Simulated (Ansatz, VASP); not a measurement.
# Sn: VASP beside Ansatz

```
Sn
1.0
    -2.86678    2.86678    1.56495
     2.86678   -2.86678    1.56495
     2.86678    2.86678   -1.56495
Sn
2
Direct
  0.00000 0.00000 0.00000
  0.75000 0.25000 0.50000
```

Alike in both runs: task single point; functional PBE; k mesh 10 × 10 × 10; occupations fermi-dirac, width 0.1 eV; no spin polarisation.

|  | VASP | Ansatz |
| --- | --- | --- |
| version | VASP 6.6.1 | Ansatz 0.2.0 |
| potentials or method | VASP PAW PBE potentials, release 64 (Sn_d), cutoff 520 eV | plane waves, PAW |
| valence electrons in the cell | 28 | 28 |

|  | VASP | Ansatz | Ansatz less VASP |
| --- | --- | --- | --- |
| pressure (GPa) | 6.0 | 6.1 | +0.08 |
| traceless stress, the component that is largest in VASP (GPa) | -0.78 | -0.79 | -0.002 |
